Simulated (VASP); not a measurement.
# Si2W (I4/mmm) in VASP: a series of runs

Runs on Si2W. Level: PBE. Tasks: single point.

All numbers are computed with VASP 6.6.1; they aren't measurements. Logs are shortened: lines on timing, memory, paths and dates and some standing lists are left out, and cuts for length are marked.

**1. The cell of the first run**

Symmetry: I4/mmm, No. 139, tetragonal system. Conventional cell: a = 2.998 Å, b = 2.998 Å, c = 8.762 Å, α = 90.00°, β = 90.00°, γ = 90.00°. Si (site symmetry 4mm) has 5 W at 2.57 to 2.93 Å and 9 Si at 2.59 to 3.00 Å within 3.4 Å. W (site symmetry 4/mmm) has 10 Si at 2.57 to 2.93 Å and 4 W at 3.00 Å within 3.4 Å.

**2. Single point, PBE (13.13 Å³/atom)**

Input file INCAR:

```
PREC = Accurate ; ENCUT = 520
EDIFF = 1E-7 ; ISMEAR = 0
SIGMA = 0.15 ; LREAL = F
LASPH = T ; NELM = 80
ALGO = Normal ; ISIF = 2
LWAVE = F ; LCHARG = T
GGA = PE ; LELF = T
LVHAR = T ; NBANDS = 18
```

Input file KPOINTS:

```
regular mesh
0
Gamma
  18 18 18
```

Input file POSCAR:

```
Si2W
1.0
   -1.4990774671      1.4990774671      4.3810538977
    1.4990774671     -1.4990774671      4.3810538977
    1.4990774671      1.4990774671     -4.3810538977
Si W
2 1
Direct
    0.3345726944      0.3345726944      0.0000000000
    0.6654273056      0.6654273056      0.0000000000
    0.0000000000      0.0000000000      0.0000000000
```

Potentials or basis: VASP PAW PBE potentials, release 64 (Si, W_sv).

Run with:

```sh
cat potpaw_PBE.64/Si/POTCAR potpaw_PBE.64/W_sv/POTCAR > POTCAR
mpirun -np 1 vasp_std > vasp.out
```

OUTCAR:

```text
PREC = Accurate
   ENCUT = 520
   EDIFF = 1E-7
   ISMEAR = 0
   LREAL = F
   LASPH = T
   NELM = 80
   ISIF = 2
   GGA = PE

 ion  position               nearest neighbor table
   1  0.335  0.335  0.000-   3 2.57   3 2.57   3 2.57   3 2.57   2 2.59   2 2.59   2 2.59   2 2.59
                             2 2.90   3 2.93
   2  0.665  0.665  0.000-   3 2.57   3 2.57   3 2.57   3 2.57   1 2.59   1 2.59   1 2.59   1 2.59
                             1 2.90   3 2.93
   3  0.000  0.000  0.000-   1 2.57   2 2.57   2 2.57   2 2.57   2 2.57   1 2.57   1 2.57   1 2.57
                             1 2.93   2 2.93

  LATTYP: Found a body centered tetragonal cell.
 ALAT       =     2.9981549342
 C/A-ratio  =     2.9225000001

  Lattice vectors:

 A1 = (  -1.4990774671,   1.4990774671,   4.3810538977)
 A2 = (   1.4990774671,  -1.4990774671,   4.3810538977)
 A3 = (   1.4990774671,   1.4990774671,  -4.3810538977)

Analysis of symmetry for initial positions (statically):
=====================================================================
 Subroutine PRICEL returns:
 Original cell was already a primitive cell.

 Routine SETGRP: Setting up the symmetry group for a
 body centered tetragonal supercell.

 Subroutine GETGRP returns: Found 16 space group operations
 (whereof 16 operations were pure point group operations)
 out of a pool of 16 trial point group operations.

The static configuration has the point symmetry D_4h.

Analysis of symmetry for dynamics (positions and initial velocities):
=====================================================================
 Subroutine PRICEL returns:
 Original cell was already a primitive cell.

 Routine SETGRP: Setting up the symmetry group for a
 body centered tetragonal supercell.

 Subroutine GETGRP returns: Found 16 space group operations
 (whereof 16 operations were pure point group operations)
 out of a pool of 16 trial point group operations.

The dynamic configuration has the point symmetry D_4h.

 Subroutine INISYM returns: Found 16 space group operations
 (whereof 16 operations are pure point group operations),
 and found     1 'primitive' translations

----------------------------------------------------------------------------------------

                                     Primitive cell

  volume of cell :      39.3810

  direct lattice vectors                    reciprocal lattice vectors
    -1.499077467  1.499077467  4.381053898     0.000000000  0.333538467  0.114127790
     1.499077467 -1.499077467  4.381053898     0.333538467  0.000000000  0.114127790
     1.499077467  1.499077467 -4.381053898     0.333538467  0.333538467  0.000000000

  length of vectors
     4.867042198  4.867042198  4.867042198     0.352523845  0.352523845  0.471694623

  position of ions in fractional coordinates (direct lattice)
     0.334572694  0.334572694  0.000000000
     0.665427306  0.665427306  0.000000000
     0.000000000  0.000000000  0.000000000

  ion indices of the primitive-cell ions
   primitive index   ion index
                 1           1
                 2           2
                 3           3

----------------------------------------------------------------------------------------

 KPOINTS: regular mesh

Automatic generation of k-mesh.
 Grid dimensions read from file:
 generate k-points for:   18   18   18

 Generating k-lattice:

  Cartesian coordinates                     Fractional coordinates (reciprocal lattice)
     0.000000000  0.018529915  0.006340433     0.055555556  0.000000000 -0.000000000
     0.018529915  0.000000000  0.006340433     0.000000000  0.055555556 -0.000000000
     0.018529915  0.018529915  0.000000000     0.000000000  0.000000000  0.055555556

  Length of vectors
     0.019584658  0.019584658  0.026205257

  Shift w.r.t. Gamma in fractional coordinates (k-lattice)
     0.000000000  0.000000000  0.000000000

 Subroutine IBZKPT returns following result:
 ===========================================

 Found    480 irreducible k-points:

 Following reciprocal coordinates:
            Coordinates               Weight
  0.000000  0.000000  0.000000      1.000000
  0.055556  0.000000 -0.000000      8.000000
  0.111111  0.000000 -0.000000      8.000000
  0.166667  0.000000  0.000000      8.000000
  0.222222  0.000000  0.000000      8.000000
  0.277778  0.000000  0.000000      8.000000
[... 16 lines left out ...]
 -0.277778  0.055556  0.000000     16.000000
 -0.222222  0.055556  0.000000     16.000000
 [... further k-points ...]
   k-points           NKPTS =    480   k-points in BZ     NKDIM =    480   number of bands    NBANDS=     18
   number of dos      NEDOS =    301   number of ions     NIONS =      3
   total plane-waves  NPLWV =  46656
   dimension x,y,z NGX =    36 NGY =   36 NGZ =   36
   dimension x,y,z NGXF=    72 NGYF=   72 NGZF=   72
   ions per type =               2   1
   NGX,Y,Z   is equivalent  to a cutoff of  12.30, 12.30, 12.30 a.u.
   NGXF,Y,Z  is equivalent  to a cutoff of  24.59, 24.59, 24.59 a.u.
 SYSTEM =  unknown system
   PREC   = accura    normal or accurate (medium, high low for compatibility)
   ISTART =      0    job   : 0-new  1-cont  2-samecut
   ICHARG =      2    charge: 1-file 2-atom 10-const
   ISPIN  =      1    spin polarized calculation?
   LNONCOLLINEAR =      F non collinear calculations
   LSORBIT =      F    spin-orbit coupling
   LASPH  =      T    aspherical Exc in radial PAW
   ENCUT  =  520.0 eV  38.22 Ry    6.18 a.u.   9.05  9.05  9.05*2*pi/ulx,y,z
   NELM   =     80;   NELMIN=  2; NELMDL= -5     # of ELM steps
   EDIFF  = 0.1E-06   stopping-criterion for ELM
   LREAL  =      F    real-space projection
   EDIFFG = 0.1E-05   stopping-criterion for IOM
   NSW    =      0    number of steps for IOM
   IBRION =     -1    ionic relax: 0-MD 1-quasi-New 2-CG
   NFREE  =      0    steps in history (QN), initial steepest desc. (CG)
   ISIF   =      2    stress and relaxation
   ISYM   =      2    0-nonsym 1-usesym 2-fastsym
   POTIM  = 0.5000    time-step for ionic-motion
   TEBEG  =    0.0;   TEEND  =   0.0 temperature during run
   PSTRESS=    0.0 pullay stress
   NELECT =      22.0000    total number of electrons
   NUPDOWN=      -1.0000    fix difference up-down
   EMIN   =  10.00;   EMAX   =-10.00  energy-range for DOS
   EFERMI =   0.00;   METHOD = LEGACY
   ISMEAR =     0;   SIGMA  =   0.15  broadening in eV -4-tet -1-fermi 0-gaus
   EFERMI_NEDOS =   21; number of points for ismear=-14 and -15
   IALGO  =     38    algorithm
   IMIX   =      4    mixing-type and parameters
     AMIX     =   0.40;   BMIX     =  1.00
     AMIX_MAG =   1.60;   BMIX_MAG =  1.00
  volume/ion in A,a.u.               =      13.13        88.59
  Fermi-wavevector in a.u.,A,eV,Ry     =   1.348301  2.547919 24.734238  1.817915
  Thomas-Fermi vector in A             =   2.475981
   LORBIT       =      0    0 simple, 1 ext, 2 COOP (PROOUT), +10 PAW based schemes
   GGA     = PE    functional components
   LHFCALC =     F    Hartree Fock is set to
   AEXX    =    0.0000 exact exchange contribution
   IVDW    =     0    specifies the selected vdW correction
   LEPSILON=     F    determine dielectric tensor
   LRPA    =     F    only Hartree local field effects (RPA)
 non-spin polarized calculation
 Gauss-broadening in eV      SIGMA  =   0.15
  energy-cutoff  :      520.00
  volume of cell :       39.38
 maximum number of plane-waves:      1084
   NGX = 19   NGY = 19   NGZ = 19

 number of electron      22.0000000 magnetization

 Free energy of the ion-electron system (eV)
  ---------------------------------------------------
  ext. energy  EPLUGINS =         0.00000000
  ---------------------------------------------------
  free energy    TOTEN  =       -23.84995484 eV

  energy without entropy =      -23.83651740  energy(sigma->0) =      -23.84323612

 E-fermi :  12.5333     XC(G=0): -12.6628

 val. band max:       12.5255935689   @ k =  -0.3889   0.4444   0.2778
 cond. band min:      12.5439912275   @ k =   0.1111   0.1111  -0.0000
 fundamental gap:      0.0183976586
 Fermi energy:        12.5333212249

 k-point     1 :       0.0000    0.0000    0.0000
  band No.  band energies     occupation
      1     -61.3597      2.00000
      2     -25.8077      2.00000
      3     -25.4575      2.00000
      4     -25.4575      2.00000
      5      -2.0069      2.00000
      6       4.8647      2.00000
[... 10 lines left out ...]
     17      17.5440      0.00000
     18      17.5440      0.00000

 k-point     2 :       0.0556    0.0000   -0.0000
  band No.  band energies     occupation
      1     -61.3591      2.00000
      2     -25.8063      2.00000
      3     -25.4708      2.00000
      4     -25.4563      2.00000
      5      -1.9428      2.00000
      6       4.8671      2.00000
[... 10 lines left out ...]
     17      17.7288      0.00000
     18      18.1867      0.00000

 k-point     3 :       0.1111    0.0000   -0.0000
  band No.  band energies     occupation
      1     -61.3574      2.00000
      2     -25.8020      2.00000
      3     -25.5091      2.00000
      4     -25.4528      2.00000
      5      -1.7520      2.00000
      6       4.8692      2.00000
[... 10 lines left out ...]
     17      18.3730      0.00000
     18      19.2915      0.00000

 k-point     4 :       0.1667    0.0000    0.0000
  band No.  band energies     occupation
      1     -61.3547      2.00000
      2     -25.7955      2.00000
      3     -25.5672      2.00000
      4     -25.4475      2.00000
      5      -1.4397      2.00000
      6       4.8573      2.00000
[... 375 lines left out ...]
      4     -25.4401      2.00000
      5       0.1329      2.00000
      6       4.5127      2.00000
[... 10 lines left out ...]
     17      20.0921      0.00000
     18      21.3752      0.00000

 k-point    23 :      -0.2778    0.0556    0.0000
  band No.  band energies     occupation
      1     -61.3475      2.00000
      2     -25.7773      2.00000
      3     -25.7105      2.00000
      4     -25.4468      2.00000
      5      -0.4819      2.00000
      6       4.8961      2.00000
[... 10 lines left out ...]
     17      20.3071      0.00000
     18      21.4395      0.00000

 k-point    24 :      -0.2222    0.0556    0.0000
  band No.  band energies     occupation
      1     -61.3509      2.00000
      2     -25.7858      2.00000
      3     -25.6364      2.00000
      4     -25.4539      2.00000
      5      -1.0022      2.00000
      6       5.0996      2.00000
[... 10 lines left out ...]
     17      19.7145      0.00000
     18      21.8580      0.00000

 [... further k-points ...]

------------------------ aborting loop because EDIFF is reached ----------------------------------------

  FORCE on cell =-STRESS in cart. coord.  units (eV):
  Direction    XX          YY          ZZ          XY          YZ          ZX
  --------------------------------------------------------------------------------------
  -------------------------------------------------------------------------------------
  Total        7.5430382      7.5430382     -5.4389583      0.0000000      0.0000000      0.0000000
  in kB      306.8811062    306.8811062   -221.2786817      0.0000000      0.0000000      0.0000000
  external PRESSURE =     130.8278436 kB  Pullay stress =       0.0000000 kB

 VOLUME and BASIS-vectors are now :
 -----------------------------------------------------------------------------
  energy-cutoff  :      520.00
  volume of cell :       39.38
      direct lattice vectors                 reciprocal lattice vectors
    -1.499077467  1.499077467  4.381053898     0.000000000  0.333538467  0.114127790
     1.499077467 -1.499077467  4.381053898     0.333538467  0.000000000  0.114127790
     1.499077467  1.499077467 -4.381053898     0.333538467  0.333538467  0.000000000

 POSITION                                       TOTAL-FORCE (eV/Angst)
 -----------------------------------------------------------------------------------
      0.00000      0.00000      2.93156        -0.000000     -0.000000      0.014213
      0.00000      0.00000      5.83055         0.000000      0.000000     -0.014213
      0.00000      0.00000      0.00000         0.000000      0.000000     -0.000000
 -----------------------------------------------------------------------------------
    total drift:                               -0.000000      0.000000      0.000000

  FREE ENERGIE OF THE ION-ELECTRON SYSTEM (eV)
  ---------------------------------------------------
  free  energy   TOTEN  =       -23.8499548356 eV

  energy  without entropy=      -23.8365174046  energy(sigma->0) =      -23.84323612
```

It took 3.1 min on 1 thread of Intel Xeon 6975P-C (Granite Rapids), shared host; peak memory 0.45 GiB.

What came out:

| Item | Value |
| --- | --- |
| Free energy | -23.8500 eV |
| Pressure | 13.1 GPa |
| Largest force | 0.014 eV/Å |
| Band gap on the k mesh | zero (bands 11 and 12 overlap by 2.57 eV) |

Forces in eV/Å, atoms in the order of the input:
```
Si   0.000  0.000  0.014
Si   0.000  0.000 -0.014
W    0.000  0.000  0.000
```

Stress tensor (GPa, compression positive):
```
 30.69   0.00   0.00
  0.00  30.69   0.00
  0.00   0.00 -22.13
```

Caveat: the cell stands under pressure; spin-orbit coupling is left out, which moves the levels of the heavy elements.

**3. Single point, PBE (13.13 Å³/atom)**

Input file INCAR:

```
ALGO = Normal
EDIFF = 1E-6
ENCUT = 520
GGA = PE
ISIF = 2
ISMEAR = 0
LASPH = True
LCHARG = True
LELF = True
LREAL = False
LVHAR = True
LWAVE = False
NBANDS = 18
NELM = 100
PREC = Accurate
SIGMA = 0.15
```

Input file KPOINTS:

```
k-points
0
Gamma
  18 18 18
```

Input file POSCAR:

```
Si2W
1.0
   -1.6924378770      1.6924378770      3.4371720844
    1.6924378770     -1.6924378770      3.4371720844
    1.6924378770      1.6924378770     -3.4371720844
Si W
2 1
Direct
    0.3345726944      0.3345726944      0.0000000000
    0.6654273056      0.6654273056      0.0000000000
    0.0000000000      0.0000000000      0.0000000000
```

Potentials or basis: VASP PAW PBE potentials, release 64 (Si, W_sv).

Run with:

```sh
cat potpaw_PBE.64/Si/POTCAR potpaw_PBE.64/W_sv/POTCAR > POTCAR
mpirun -np 1 vasp_std > vasp.out
```

It took 1.8 min on 1 thread of Intel Xeon 6975P-C (Granite Rapids), shared host; peak memory 0.42 GiB.

Results (log left out):

* Free energy: -23.2629 eV
* Pressure: 24.6 GPa
* Largest force: 0.626 eV/Å
* Band gap on the k mesh: zero (bands 11 and 12 overlap by 0.66 eV)

Forces in eV/Å, atoms in the order of the input:
```
Si   0.000  0.000  0.626
Si   0.000  0.000 -0.626
W    0.000  0.000  0.000
```

Stress tensor (GPa, compression positive):
```
-9.84  0.00  0.00
 0.00 -9.84  0.00
 0.00  0.00 93.48
```

Levels at points of the mesh, in eV from the Fermi level:
```csv
k point,band 8,band 9,band 10,band 11,band 12,band 13,band 14,band 15
"(0.00, 0.00, 0.00)",-3.64,-2.92,-1.14,-0.24,1.91,1.91,2.64,2.98
"(0.50, 0.00, 0.00)",-4.23,-3.66,-2.42,-0.84,1.91,2.02,4.10,5.44
"(0.50, 0.50, 0.00)",-5.27,-5.20,-1.92,-1.90,2.03,2.31,4.70,5.23
"(0.50, 0.50, 0.50)",-3.39,-1.93,-1.93,-0.15,-0.15,0.24,4.99,7.33
```

Caveat: the cell stands under pressure; spin-orbit coupling is left out, which moves the levels of the heavy elements.

**4. Single point, PBE (13.13 Å³/atom)**

Input file INCAR:

```
SYSTEM = Si2W
PREC = Accurate ; ENCUT = 520
EDIFF = 1E-6 ; ISMEAR = 0
SIGMA = 0.15 ; LREAL = .FALSE.
LASPH = .TRUE. ; NELM = 100
ALGO = Normal ; ISIF = 2
LWAVE = .FALSE. ; LCHARG = .FALSE.
GGA = PE ; NBANDS = 18
```

Input file KPOINTS:

```
Automatic mesh
0
G
  18 18 18
  0 0 0
```

Input file POSCAR:

```
Si2W
1.0
   -1.6253748115      1.6253748115      3.7266593678
    1.6253748115     -1.6253748115      3.7266593678
    1.6253748115      1.6253748115     -3.7266593678
Si W
2 1
Direct
    0.3345726944      0.3345726944      0.0000000000
    0.6654273056      0.6654273056      0.0000000000
    0.0000000000      0.0000000000      0.0000000000
```

Run with:

```sh
cat potpaw_PBE.64/Si/POTCAR potpaw_PBE.64/W_sv/POTCAR > POTCAR
mpirun -np 1 vasp_std > vasp.out
```

Wall time 2.5 min (1 thread of Intel Xeon 6975P-C (Granite Rapids), shared host); peak memory 0.45 GiB.

The run converged. Its results:

```yaml
Free_energy: -24.6064 eV
Pressure: 12.4 GPa
Largest_force: 0.048 eV/Å
Band_gap_on_the_k_mesh: zero (bands 11 and 12 overlap by 0.92 eV)
```

Forces in eV/Å, atoms in the order of the input:
```
Si   0.000  0.000 -0.048
Si   0.000  0.000  0.048
W    0.000  0.000  0.000
```

Stress tensor (GPa, compression positive):
```
 1.83  0.00  0.00
 0.00  1.83  0.00
 0.00  0.00 33.62
```

Levels at points of the mesh, in eV from the Fermi level:
| k point | band 7 | band 8 | band 9 | band 10 | band 11 | band 12 | band 13 | band 14 | band 15 | band 16 |
| --- | --- | --- | --- | --- | --- | --- | --- | --- | --- | --- |
| (0.00, 0.00, 0.00) | -3.19 | -3.06 | -3.06 | -2.74 | 0.42 | 2.76 | 2.83 | 2.83 | 2.96 | 5.02 |
| (0.50, 0.00, 0.00) | -5.50 | -4.65 | -3.05 | -2.59 | -0.51 | 2.60 | 2.63 | 4.68 | 4.97 | 5.19 |
| (0.50, 0.50, 0.00) | -6.06 | -5.33 | -5.08 | -2.78 | -1.72 | 2.91 | 3.05 | 3.71 | 4.68 | 4.88 |
| (0.50, 0.50, 0.50) | -3.87 | -2.70 | -1.11 | -1.11 | -0.29 | -0.29 | 0.68 | 5.70 | 5.86 | 6.65 |

Caveat: the cell stands under pressure; spin-orbit coupling is left out, which moves the levels of the heavy elements.

**5. Summary**

| cell | gap on the mesh (eV) | pressure (GPa) | largest force (eV/Å) |
| --- | --- | --- | --- |
| a = 4.867 Å, angles 144.1, 144.1, 51.6°, 3 atoms | none | 13.1 | 0.01 |
| a = 4.188 Å, angles 132.3, 132.3, 69.7°, 3 atoms | none | 24.6 | 0.63 |
| a = 4.379 Å, angles 136.4, 136.4, 63.3°, 3 atoms | none | 12.4 | 0.05 |

Alike in all rows: task single point; level PBE; potentials or basis VASP PAW PBE potentials, release 64 (Si, W_sv); no spin polarisation; k mesh 18 × 18 × 18; cutoff (eV) 520; smearing gaussian 0.15 eV.

Caveats: the cell stands under pressure; spin-orbit coupling is left out, which moves the levels of the heavy elements.

Absolute energies hang on the potentials; compare differences alone.
